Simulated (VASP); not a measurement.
Set up this calculation in VASP 6.6.1, as the native input.

```
Task                   : single point
Functional             : r2SCAN
Potentials or basis    : VASP PAW PBE potentials, release 64 (Au)
Cutoff                 : 520 eV
k mesh                 : 20 × 20 × 20
Occupations            : gaussian, width 0.15 eV
Spin                   : no spin polarisation
Dipole correction      : no
Further INCAR settings : ALGO = Normal; EDIFF = 1e-06; NBANDS = 12
```

Au:

```
Au
1.0
    -1.60755    1.60755    1.65727
     1.60755   -1.60755    1.65727
     1.60755    1.60755   -1.65727
Au
1
Direct
  0.00000 0.00000 0.00000
```

This cell differs from its parent crystal: strain -0.030 along x and y, +0.000 along z.

These files were run (other wordings do the same):

POSCAR

```
Au
1.0
   -1.6075509300      1.6075509300      1.6572690000
    1.6075509300     -1.6075509300      1.6572690000
    1.6075509300      1.6075509300     -1.6572690000
Au
1
Direct
    0.0000000000      0.0000000000      0.0000000000
```

INCAR.step1

```
ALGO = Normal
EDIFF = 1E-4
ENCUT = 520
GGA = PE
ISMEAR = 0
LASPH = True
LCHARG = False
LREAL = False
LWAVE = True
NBANDS = 12
NELM = 60
PREC = Accurate
SIGMA = 0.15
```

INCAR.step2

```
ALGO = Normal
EDIFF = 1E-6
ENCUT = 520
ISIF = 2
ISMEAR = 0
ISTART = 1
LASPH = True
LCHARG = False
LMIXTAU = True
LREAL = False
LWAVE = False
METAGGA = R2SCAN
NBANDS = 12
NELM = 60
PREC = Accurate
SIGMA = 0.15
```

KPOINTS

```
k-points
0
Gamma
  20 20 20
```

Potentials or basis: VASP PAW PBE potentials, release 64 (Au).

Launch:

```bash
$ cat potpaw_PBE.64/Au/POTCAR > POTCAR
$ cp INCAR.step1 INCAR
$ mpirun -np 1 vasp_std > vasp.out
$ cp INCAR.step2 INCAR
$ mpirun -np 1 vasp_std > vasp.out
```

Results of the run:

```
Pressure               : 4.6 GPa
Band gap on the k mesh : zero (an odd number of electrons rules out a gap without spin polarisation)
```

Caveat: the cell differs from its parent crystal (strain -0.030 along x and y, +0.000 along z); the cell stands under pressure; the PAW data sets were made with another functional, which shifts forces and pressure a little; spin-orbit coupling is left out, which moves the levels of the heavy elements.

Run time: 4.3 min on 1 thread of Intel(R) Xeon(R) Platinum 8488C (Sapphire Rapids), with other jobs on the host, peak memory 0.26 GiB.
